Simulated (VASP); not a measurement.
Input of a VASP 6.6.1 run:

File INCAR:

```
PREC     = Accurate       # precision mode
ENCUT    = 520            # plane-wave cutoff, eV
EDIFF    = 1E-6           # SCF threshold, eV
ISMEAR   = 0              # smearing method
SIGMA    = 0.15           # smearing width, eV
LREAL    = F              # projectors in reciprocal space
LASPH    = T              # aspherical terms in the spheres
NELM     = 60             # most SCF steps
ALGO     = Fast           # electronic algorithm
ISIF     = 2              # what is computed and relaxed
LWAVE    = F              # write WAVECAR
LCHARG   = F              # write CHGCAR
GGA      = PE             # functional
NBANDS   = 17             # bands
```

The input KPOINTS:

```
Automatic mesh
0
Gamma
  18 18 10
```

File POSCAR:

```
Pt
1.0
    2.9516000000      0.0000000000      0.0000000000
   -1.4758000000      2.5561605818      0.0000000000
    0.0000000000      0.0000000000      4.5423000000
Pt
2
Direct
    0.6666666667      0.3333333333      0.7500000000
    0.3333333333      0.6666666667      0.2500000000
```

Potentials or basis: VASP PAW PBE potentials, release 64 (Pt).

Run with:

```bash
$ cat potpaw_PBE.64/Pt/POTCAR > POTCAR
$ mpirun -np 1 vasp_std > vasp.out
```

**Question.** Estimate the pressure.

**Answer.** -15.5 GPa.

**Question.** Estimate the band gap on the k mesh.

**Answer.** Zero (band 10 reaches 9.27 eV, above the bottom of band 11 at 8.23 eV).

Stress tensor (GPa, compression positive):
```
-17.39   0.00   0.00
  0.00 -17.39   0.00
  0.00   0.00 -11.75
```

Caveat: spin-orbit coupling is left out, which moves the levels of the heavy elements.
